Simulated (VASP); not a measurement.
Input of a VASP 6.6.1 run:

The input INCAR:

```
SYSTEM = Ta2N
PREC = Accurate
ENCUT = 520
EDIFF = 1E-6
ISMEAR = 0
SIGMA = 0.15
LREAL = .FALSE.
LASPH = .TRUE.
NELM = 100
ALGO = Normal
ISIF = 2
LWAVE = .FALSE.
LCHARG = .FALSE.
GGA = CA
NBANDS = 50
```

Contents of KPOINTS:

```
Automatic mesh
0
G
  9 9 8
  0 0 0
```

The input POSCAR:

```
Ta2N
1.0
    5.3378662704      0.0000000000      0.0000000000
   -2.6689331352      4.6227277921      0.0000000000
    0.0000000000      0.0000000000      4.6861127988
Ta N
6 3
Direct
    0.6908347477      0.6908347477      0.7526041962
    0.0000000000      0.3091652523      0.7526041962
    0.3091652523      0.0000000000      0.7526041962
    0.3091652523      0.3091652523      0.2473958038
    0.0000000000      0.6908347477      0.2473958038
    0.6908347477      0.0000000000      0.2473958038
    0.6666666667      0.3333333333      0.5000000000
    0.3333333333      0.6666666667      0.5000000000
    0.0000000000      0.0000000000      0.0000000000
```

Potentials or basis: VASP PAW LDA potentials, release 64 (Ta_pv, N).

Command:

```console
$ cat potpaw_LDA.64/Ta_pv/POTCAR potpaw_LDA.64/N/POTCAR > POTCAR
$ mpirun -np 1 vasp_std > vasp.out
```

Task: Predict the pressure.

Result: 8.7 GPa.

Task: What does it give for the largest force?

Result: 4.050 eV/Å.

Stress tensor (GPa, compression positive):
```
 3.18  0.00  0.00
 0.00  3.18  0.00
 0.00  0.00 19.63
```

Caveat: forces of over 1 eV/Å act on the atoms, so gaps and moduli don't describe the material at rest.
